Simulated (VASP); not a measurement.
A run of VASP 6.6.1:

Contents of INCAR:

```
SYSTEM = SbO4
  ALGO = Normal
  EDIFF = 1E-7
  ENCUT = 520
  GGA = PE
  ISIF = 2
  ISMEAR = 0
  LASPH = .True.
  LCHARG = .False.
  LREAL = .False.
  LWAVE = .False.
  NBANDS = 22
  NELM = 80
  PREC = Accurate
  SIGMA = 0.1
```

Contents of KPOINTS:

```
k-points
0
Gamma
  6 6 4
  0 0 0
```

Contents of POSCAR:

```
SbO4
1.0
    4.0505045400      0.0000000000      0.0000000000
   -2.0252522700      3.5078398300      0.0000000000
    0.0000000000      0.0000000000      5.6472929000
Sb O
1 4
Direct
    0.0000000000      0.0000000000      0.5000000000
    0.0000000000      0.0000000000      0.2027633600
    0.0000000000      0.0000000000      0.7972366400
    0.3333333300      0.6666666700      0.0000000000
    0.6666666700      0.3333333300      0.0000000000
```

Potentials or basis: VASP PAW PBE potentials, release 64 (Sb, O).

Run with:

```bash
$ cat potpaw_PBE.64/Sb/POTCAR potpaw_PBE.64/O/POTCAR > POTCAR
$ mpirun -np 1 vasp_std > vasp.out
```

Hardware: 1 thread of Intel(R) Xeon(R) 6975P-C (Granite Rapids) (shared host).

Question: How long does it take, and how much memory?

Answer: Run time: 23 s on 1 thread of Intel(R) Xeon(R) 6975P-C (Granite Rapids) (shared host), peak memory 0.19 GiB. Counts: scf iterations 17, k points 21.
